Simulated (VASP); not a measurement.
# CdTe (F-43m) in VASP: further runs, part 2 of 2

VASP 6.6.1.

**3. Single point, PBE**

File INCAR:

```
ALGO = Normal
EDIFF = 1E-6
ENCUT = 520
GGA = PE
ISIF = 2
ISMEAR = 0
LASPH = True
LCHARG = False
LREAL = False
LWAVE = False
NBANDS = 16
NELM = 60
PREC = Accurate
SIGMA = 0.01
```

File KPOINTS:

```
k-points
0
Gamma
  4 4 4
```

File POSCAR:

```
CdTe
1.0
    0.0000000000      3.2799400819      3.2799400819
    3.2799400819      0.0000000000      3.2799400819
    3.2799400819      3.2799400819      0.0000000000
Cd Te
1 1
Direct
    0.0000000000      0.0000000000      0.0000000000
    0.2500000000      0.2500000000      0.2500000000
```

Potentials or basis: VASP PAW PBE potentials, release 64 (Cd, Te).

Launch:

```bash
> cat potpaw_PBE.64/Cd/POTCAR potpaw_PBE.64/Te/POTCAR > POTCAR
> mpirun -np 1 vasp_std > vasp.out
```

OUTCAR:

```text
EDIFF = 1E-6
   ENCUT = 520
   GGA = PE
   ISIF = 2
   ISMEAR = 0
   LASPH = True
   LREAL = False
   NELM = 60
   PREC = Accurate

 ion  position               nearest neighbor table
   1  0.000  0.000  0.000-   2 2.84   2 2.84   2 2.84   2 2.84
   2  0.250  0.250  0.250-   1 2.84   1 2.84   1 2.84   1 2.84

  LATTYP: Found a face centered cubic cell.
 ALAT       =     6.5598801638

  Lattice vectors:

 A1 = (   0.0000000000,   3.2799400819,   3.2799400819)
[... 320 lines left out ...]
------------------------ aborting loop because EDIFF is reached ----------------------------------------

  FORCE on cell =-STRESS in cart. coord.  units (eV):
  Direction    XX          YY          ZZ          XY          YZ          ZX
  --------------------------------------------------------------------------------------
  -------------------------------------------------------------------------------------
  Total        0.5814910      0.5814910      0.5814910      0.0000000     -0.0000000      0.0000000
  in kB       13.2015777     13.2015777     13.2015777      0.0000000     -0.0000000      0.0000000
  external PRESSURE =      13.2015777 kB  Pullay stress =       0.0000000 kB

 VOLUME and BASIS-vectors are now :
 -----------------------------------------------------------------------------
  energy-cutoff  :      520.00
  volume of cell :       70.57
      direct lattice vectors                 reciprocal lattice vectors
     0.000000000  3.279940082  3.279940082    -0.152441809  0.152441809  0.152441809
     3.279940082  0.000000000  3.279940082     0.152441809 -0.152441809  0.152441809
     3.279940082  3.279940082  0.000000000     0.152441809  0.152441809 -0.152441809

 POSITION                                       TOTAL-FORCE (eV/Angst)
 -----------------------------------------------------------------------------------
      0.00000      0.00000      0.00000        -0.000000     -0.000000      0.000000
      1.63997      1.63997      1.63997         0.000000      0.000000     -0.000000
 -----------------------------------------------------------------------------------
    total drift:                               -0.000000     -0.000000     -0.000000

  FREE ENERGIE OF THE ION-ELECTRON SYSTEM (eV)
  ---------------------------------------------------
  free  energy   TOTEN  =        -4.7459565436 eV

  energy  without entropy=       -4.7459565436  energy(sigma->0) =       -4.74595654
```

Run time: 11 s. Hardware: 1 thread of AMD EPYC 7R13 (Zen 3), shared host; peak memory 0.17 GiB.

What came out:

```
Free energy            : -4.7460 eV
Pressure               : 1.3 GPa
Band gap on the k mesh : 0.65 eV
```

Caveat: semilocal functionals underestimate gaps, and a narrow one can read as zero; spin-orbit coupling is left out, which moves the levels of the heavy elements.

**4. Single point, r2SCAN**

POSCAR is that of step 3.

File INCAR.step1:

```
SYSTEM = CdTe
PREC = Accurate ; ENCUT = 520
ISMEAR = 0 ; SIGMA = 0.01
LREAL = .FALSE. ; LASPH = .TRUE.
NELM = 60 ; NBANDS = 16
GGA = PE ; ALGO = Normal
EDIFF = 1E-4 ; LWAVE = .TRUE.
LCHARG = .FALSE.
```

File INCAR.step2:

```
SYSTEM = CdTe
PREC = Accurate ; ENCUT = 520
EDIFF = 1E-6 ; ISMEAR = 0
SIGMA = 0.01 ; LREAL = .FALSE.
LASPH = .TRUE. ; NELM = 60
ALGO = Normal ; ISIF = 2
LWAVE = .FALSE. ; LCHARG = .TRUE.
METAGGA = R2SCAN ; LMIXTAU = .TRUE.
LELF = .TRUE. ; LVHAR = .TRUE.
NBANDS = 16 ; ISTART = 1
```

File KPOINTS:

```
Automatic mesh
0
G
  4 4 4
  0 0 0
```

Potentials or basis: VASP PAW PBE potentials, release 64 (Cd, Te).

Launch:

```bash
> cat potpaw_PBE.64/Cd/POTCAR potpaw_PBE.64/Te/POTCAR > POTCAR
> cp INCAR.step1 INCAR
> mpirun -np 1 vasp_std > vasp.out
> cp INCAR.step2 INCAR
> mpirun -np 1 vasp_std > vasp.out
```

OUTCAR:

```text
SYSTEM = CdTe
   PREC = Accurate
   ENCUT = 520
   EDIFF = 1E-6
   ISMEAR = 0
   LREAL = .FALSE.
   LASPH = .TRUE.
   NELM = 60
   ISIF = 2
   METAGGA = R2SCAN
   ISTART = 1

 ion  position               nearest neighbor table
   1  0.000  0.000  0.000-   2 2.84   2 2.84   2 2.84   2 2.84
   2  0.250  0.250  0.250-   1 2.84   1 2.84   1 2.84   1 2.84

  LATTYP: Found a face centered cubic cell.
 ALAT       =     6.5598801638

  Lattice vectors:

 A1 = (   0.0000000000,   3.2799400819,   3.2799400819)
 A2 = (   3.2799400819,   0.0000000000,   3.2799400819)
 A3 = (   3.2799400819,   3.2799400819,   0.0000000000)

Analysis of symmetry for initial positions (statically):
=====================================================================
 Subroutine PRICEL returns:
 Original cell was already a primitive cell.

 Routine SETGRP: Setting up the symmetry group for a
 face centered cubic supercell.

 Subroutine GETGRP returns: Found 24 space group operations
 (whereof 24 operations were pure point group operations)
 out of a pool of 48 trial point group operations.

The static configuration has the point symmetry T_d .
[... 142 lines left out ...]

  energy without entropy =      -46.59468411  energy(sigma->0) =      -46.59468411

 E-fermi :   1.8409     XC(G=0):  -8.9273

 val. band max:        1.7970069123   @ k =   0.0000   0.0000   0.0000
 cond. band min:       2.9418521708   @ k =   0.0000   0.0000   0.0000
 fundamental gap:      1.1448452585
 Fermi energy:         1.8409088117

 k-point     1 :       0.0000    0.0000    0.0000
  band No.  band energies     occupation
      1      -9.5156      2.00000
      2      -6.6734      2.00000
      3      -6.6734      2.00000
      4      -6.6734      2.00000
      5      -6.4184      2.00000
      6      -6.4184      2.00000
[... 129 lines left out ...]
      3      -6.5478      2.00000
      4      -6.4461      2.00000
      5      -6.4167      2.00000
      6      -5.8553      2.00000
[... 8 lines left out ...]
     15      13.3012      0.00000
     16      13.6165      0.00000

------------------------ aborting loop because EDIFF is reached ----------------------------------------

  FORCE on cell =-STRESS in cart. coord.  units (eV):
  Direction    XX          YY          ZZ          XY          YZ          ZX
  --------------------------------------------------------------------------------------
  -------------------------------------------------------------------------------------
  Total        0.1165354      0.1165354      0.1165354     -0.0000000     -0.0000000      0.0000000
  in kB        2.6457004      2.6457004      2.6457004     -0.0000000     -0.0000000      0.0000000
  external PRESSURE =       2.6457004 kB  Pullay stress =       0.0000000 kB

 VOLUME and BASIS-vectors are now :
 -----------------------------------------------------------------------------
  energy-cutoff  :      520.00
  volume of cell :       70.57
      direct lattice vectors                 reciprocal lattice vectors
     0.000000000  3.279940082  3.279940082    -0.152441809  0.152441809  0.152441809
     3.279940082  0.000000000  3.279940082     0.152441809 -0.152441809  0.152441809
     3.279940082  3.279940082  0.000000000     0.152441809  0.152441809 -0.152441809

 POSITION                                       TOTAL-FORCE (eV/Angst)
 -----------------------------------------------------------------------------------
      0.00000      0.00000      0.00000         0.000000      0.000000      0.000000
      1.63997      1.63997      1.63997        -0.000000     -0.000000     -0.000000
 -----------------------------------------------------------------------------------
    total drift:                               -0.000001     -0.000001     -0.000001

  FREE ENERGIE OF THE ION-ELECTRON SYSTEM (eV)
  ---------------------------------------------------
  free  energy   TOTEN  =       -46.5946841051 eV

  energy  without entropy=      -46.5946841051  energy(sigma->0) =      -46.59468411
```

Wall time 43 s (1 thread of AMD EPYC 7R13 (Zen 3), shared host); peak memory 0.19 GiB.

Results:

```
Free energy            : -46.5947 eV
Pressure               : 0.3 GPa
Band gap on the k mesh : 1.14 eV
```

Caveat: the PAW data sets were made with another functional, which shifts forces and pressure a little; spin-orbit coupling is left out, which moves the levels of the heavy elements.
